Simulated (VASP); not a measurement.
# BeB2 (P6/mmm) in VASP: a series of runs, part 2 of 2

VASP 6.6.1. Earlier steps stand in the parts before.

## Step 3: Single point, LDA

This run uses another cell than the first one, of 6.25 Å³/atom, 1.076 times its volume.

INCAR reads:

```
SYSTEM = BeB2
PREC = Accurate
ENCUT = 520
EDIFF = 1E-6
ISMEAR = -1
SIGMA = 0.15
LREAL = .FALSE.
LASPH = .TRUE.
NELM = 80
ALGO = Normal
ISIF = 2
LWAVE = .FALSE.
LCHARG = .FALSE.
GGA = CA
NBANDS = 11
```

KPOINTS reads:

```
Automatic mesh
0
Gamma
  9 9 8
  0 0 0.5
```

POSCAR reads:

```
BeB2
1.0
    2.8373148026     -0.0000000028      0.0000000000
   -1.4186573989      2.4571866990      0.0000000000
    0.0000000000      0.0000000000      2.6892742301
Be B
1 2
Direct
    0.0000000000      0.0000000000      0.0000000000
    0.3333333333      0.6666666667      0.5000000000
    0.6666666667      0.3333333333      0.5000000000
```

Potentials or basis: VASP PAW LDA potentials, release 64 (Be, B).

On the command line:

```console
$ cat potpaw_LDA.64/Be/POTCAR potpaw_LDA.64/B/POTCAR > POTCAR
$ mpirun -np 1 vasp_std > vasp.out
```

OUTCAR:

```text
SYSTEM = BeB2
   PREC = Accurate
   ENCUT = 520
   EDIFF = 1E-6
   ISMEAR = -1
   LREAL = .FALSE.
   LASPH = .TRUE.
   NELM = 80
   ISIF = 2
   GGA = CA

 ion  position               nearest neighbor table
   1  0.000  0.000  0.000-   2 2.12   3 2.12   2 2.12   3 2.12   3 2.12   3 2.12   2 2.12   2 2.12
                             3 2.12   3 2.12   2 2.12   2 2.12
   2  0.333  0.667  0.500-   3 1.64   3 1.64   3 1.64   1 2.12   1 2.12   1 2.12   1 2.12   1 2.12
                             1 2.12
   3  0.667  0.333  0.500-   2 1.64   2 1.64   2 1.64   1 2.12   1 2.12   1 2.12   1 2.12   1 2.12
                             1 2.12

  LATTYP: Found a hexagonal cell.
 ALAT       =     2.8373148026
 C/A-ratio  =     0.9478237056

  Lattice vectors:

 A1 = (   2.8373148026,  -0.0000000028,   0.0000000000)
 A2 = (  -1.4186573989,   2.4571866990,   0.0000000000)
 A3 = (   0.0000000000,   0.0000000000,   2.6892742301)

Analysis of symmetry for initial positions (statically):
=====================================================================
 Subroutine PRICEL returns:
 Original cell was already a primitive cell.

 Routine SETGRP: Setting up the symmetry group for a
 hexagonal supercell.

 Subroutine GETGRP returns: Found 24 space group operations
[... 175 lines left out ...]
  band No.  band energies     occupation
      1      -7.0560      2.00000
      2       5.8827      2.00000
      3       7.9234      1.78602
      4       7.9234      1.78602
      5      11.7116      0.00000
      6      11.7116      0.00000
      7      15.7890      0.00000
      8      18.5281      0.00000
      9      21.9657      0.00000
     10      22.0412      0.00000
     11      25.1110      0.00000
[... 309 lines left out ...]
 k-point    24 :       0.3333    0.3333    0.1875
  band No.  band energies     occupation
      1      -0.8327      2.00000
      2      -0.8327      2.00000
      3      -0.1393      2.00000
      4       9.6086      0.00022
      5       9.6086      0.00022
      6      13.8446      0.00000
      7      18.8772      0.00000
      8      21.1170      0.00000
      9      21.1170      0.00000
     10      21.7740      0.00000
     11      21.7740      0.00000

 [... further k-points ...]
[... 5 lines left out ...]
  --------------------------------------------------------------------------------------
  -------------------------------------------------------------------------------------
  Total        2.4072616      2.4072616      2.3741875     -0.0000000      0.0000000      0.0000000
  in kB      205.7089079    205.7089079    202.8826135     -0.0000000      0.0000000      0.0000000
  external PRESSURE =     204.7668098 kB  Pullay stress =       0.0000000 kB

 VOLUME and BASIS-vectors are now :
 -----------------------------------------------------------------------------
  energy-cutoff  :      520.00
  volume of cell :       18.75
      direct lattice vectors                 reciprocal lattice vectors
     2.837314803 -0.000000003  0.000000000     0.352445911  0.203484741  0.000000000
    -1.418657399  2.457186699  0.000000000     0.000000000  0.406969483  0.000000000
     0.000000000  0.000000000  2.689274230     0.000000000  0.000000000  0.371847537

 POSITION                                       TOTAL-FORCE (eV/Angst)
 -----------------------------------------------------------------------------------
      0.00000      0.00000      0.00000         0.000000      0.000000      0.000000
      0.00000      1.63812      1.34464         0.000000     -0.000000      0.000000
      1.41866      0.81906      1.34464        -0.000000      0.000000      0.000000
 -----------------------------------------------------------------------------------
    total drift:                                0.000000     -0.000000     -0.000000

  FREE ENERGIE OF THE ION-ELECTRON SYSTEM (eV)
  ---------------------------------------------------
  free  energy   TOTEN  =       -18.6842768027 eV

  energy  without entropy=      -18.6475013573  energy(sigma->0) =      -18.66588908
```

stdout:

```text
POSCAR found type information on POSCAR BeB
 POSCAR found :  2 types and       3 ions
 scaLAPACK will be used
 LDA part: xc-table for (Slater(with rela. corr.)+CA(PZ))
 , standard interpolation
 POSCAR, INCAR and KPOINTS ok, starting setup
 FFT: planning ... GRIDC
 FFT: planning ... GRID_SOFT
 FFT: planning ... GRID
 WAVECAR not read
 entering main loop
```

It took 6.1 s on 1 thread of Intel Xeon Platinum 8375C at 2.90GHz (Ice Lake), shared host; peak memory 0.12 GiB.

Results:

| Quantity | Value |
| --- | --- |
| Free energy | -18.6843 eV |
| Pressure | 20.5 GPa |
| Band gap on the k mesh | zero (band 4 reaches 12.45 eV, above the bottom of band 5 at 4.37 eV) |

## Step 4: Single point, LDA

This run uses another cell than the first one, of 6.01 Å³/atom, 1.036 times its volume.

INCAR reads:

```
SYSTEM = BeB2
ALGO = Normal
EDIFF = 1E-6
ENCUT = 520
ISIF = 2
ISMEAR = -1
LASPH = .True.
LCHARG = .True.
LELF = .True.
LREAL = .False.
LVHAR = .True.
LWAVE = .False.
NBANDS = 11
NELM = 60
PREC = Accurate
SIGMA = 0.15
```

KPOINTS is that of step 3.

POSCAR reads:

```
BeB2
1.0
    2.8148148840     -0.0000000028      0.0000000000
   -1.4074074396      2.4377011979      0.0000000000
    0.0000000000      0.0000000000      2.6292666849
Be B
1 2
Direct
    0.0000000000      0.0000000000      0.0000000000
    0.3333333333      0.6666666667      0.5000000000
    0.6666666667      0.3333333333      0.5000000000
```

On the command line:

```console
$ cat potpaw_LDA.64/Be/POTCAR potpaw_LDA.64/B/POTCAR > POTCAR
$ mpirun -np 1 vasp_std > vasp.out
```

It took 6.1 s on 1 thread of Intel Xeon Platinum 8375C at 2.90GHz (Ice Lake), shared host; peak memory 0.12 GiB.

It converged, with:

```
Free energy            : -18.5719 eV
Pressure               : 30.5 GPa
Band gap on the k mesh : zero (band 4 reaches 13.13 eV, above the bottom of band 5 at 4.64 eV)
```

Stress tensor (GPa, compression positive):
```
30.63  0.00  0.00
 0.00 30.63  0.00
 0.00  0.00 30.31
```

Levels at points of the mesh, in eV from the Fermi level:
```csv
k point,band 1,band 2,band 3,band 4,band 5,band 6,band 7,band 8
"(0.00, 0.00, 0.06)",-15.70,-2.25,-0.50,-0.50,3.24,3.24,8.01,10.34
```

## Step 5: Single point, LDA

This run uses another cell than the first one, of 6.53 Å³/atom, 1.124 times its volume.

INCAR reads:

```
SYSTEM = BeB2
  PREC = Accurate
  ENCUT = 520
  EDIFF = 1E-7
  ISMEAR = -1
  SIGMA = 0.15
  LREAL = .FALSE.
  LASPH = .TRUE.
  NELM = 100
  ALGO = Normal
  ISIF = 2
  LWAVE = .FALSE.
  LCHARG = .FALSE.
  GGA = CA
  NBANDS = 11
```

KPOINTS is that of step 4.

POSCAR reads:

```
BeB2
1.0
    2.8634894807     -0.0000000028      0.0000000000
   -1.4317447379      2.4798546352      0.0000000000
    0.0000000000      0.0000000000      2.7577767203
Be B
1 2
Direct
    0.0000000000      0.0000000000      0.0000000000
    0.3333333333      0.6666666667      0.5000000000
    0.6666666667      0.3333333333      0.5000000000
```

On the command line:

```console
$ cat potpaw_LDA.64/Be/POTCAR potpaw_LDA.64/B/POTCAR > POTCAR
$ mpirun -np 1 vasp_std > vasp.out
```

It took 7.1 s on 1 thread of Intel Xeon Platinum 8375C at 2.90GHz (Ice Lake), shared host; peak memory 0.13 GiB.

Results (log left out):

```yaml
Free_energy: -18.7642 eV
Pressure: 10.4 GPa
Band_gap_on_the_k_mesh: zero (band 4 reaches 11.71 eV, above the bottom of band 5 at 4.09 eV)
```

Stress tensor (GPa, compression positive):
```
10.51  0.00  0.00
 0.00 10.51  0.00
 0.00  0.00 10.24
```

Levels at points of the mesh, in eV from the Fermi level:
| k point | band 1 | band 2 | band 3 | band 4 | band 5 | band 6 | band 7 | band 8 |
| --- | --- | --- | --- | --- | --- | --- | --- | --- |
| (0.00, 0.00, 0.06) | -14.88 | -2.48 | -0.15 | -0.15 | 3.68 | 3.68 | 7.01 | 10.18 |

## Step 6: The runs side by side

| cell | gap on the mesh (eV) | pressure (GPa) |
| --- | --- | --- |
| a = 2.796, b = 2.796, c = 2.573 Å, angles 90.0, 90.0, 120.0°, 3 atoms | none | 40.6 |
| a = 2.837, b = 2.837, c = 2.689 Å, angles 90.0, 90.0, 120.0°, 3 atoms | none | 20.5 |
| a = 2.815, b = 2.815, c = 2.629 Å, angles 90.0, 90.0, 120.0°, 3 atoms | none | 30.5 |
| a = 2.863, b = 2.863, c = 2.758 Å, angles 90.0, 90.0, 120.0°, 3 atoms | none | 10.4 |

Alike in all rows: task single point; level LDA; potentials or basis VASP PAW LDA potentials, release 64 (Be, B); no spin polarisation; k mesh 9 × 9 × 8, shifted; cutoff (eV) 520; smearing fermi-dirac 0.15 eV.

Absolute energies hang on the potentials; compare differences alone.
